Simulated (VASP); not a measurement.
TaN, 2 atoms in the cell. It takes space group Fm-3m (No. 225, cubic). Conventional cell: a = 4.299 Å, b = 4.299 Å, c = 4.299 Å, α = 90.00°, β = 90.00°, γ = 90.00°. Ta (site symmetry m-3m) has 6 N at 2.15 Å within 2.8 Å. Within 2.8 Å of N (site symmetry m-3m) lie 6 Ta at 2.15 Å. 

- Program: VASP 6.6.1
- Task: single point
- Functional: PBE
- Potentials or basis: VASP PAW PBE potentials, release 64 (Ta_pv, N)
- Cutoff: 520 eV
- k mesh: 10 × 10 × 10
- Occupations: fermi-dirac, width 0.05 eV
- Spin: no spin polarisation
- Dipole correction: no
- Further INCAR settings: ALGO = Normal; EDIFF = 1e-07; NBANDS = 15

Potentials or basis: VASP PAW PBE potentials, release 64 (Ta_pv, N).

The run is started by

```console
$ cat potpaw_PBE.64/Ta_pv/POTCAR potpaw_PBE.64/N/POTCAR > POTCAR
$ mpirun -np 1 vasp_std > vasp.out
```

Hardware: 1 thread of AMD EPYC 7R13, on a shared host.

How long does it take, and how much memory?

Run time: 39 s on 1 thread of AMD EPYC 7R13, on a shared host, peak memory 0.12 GiB. Counts: scf iterations 14, k points 47.
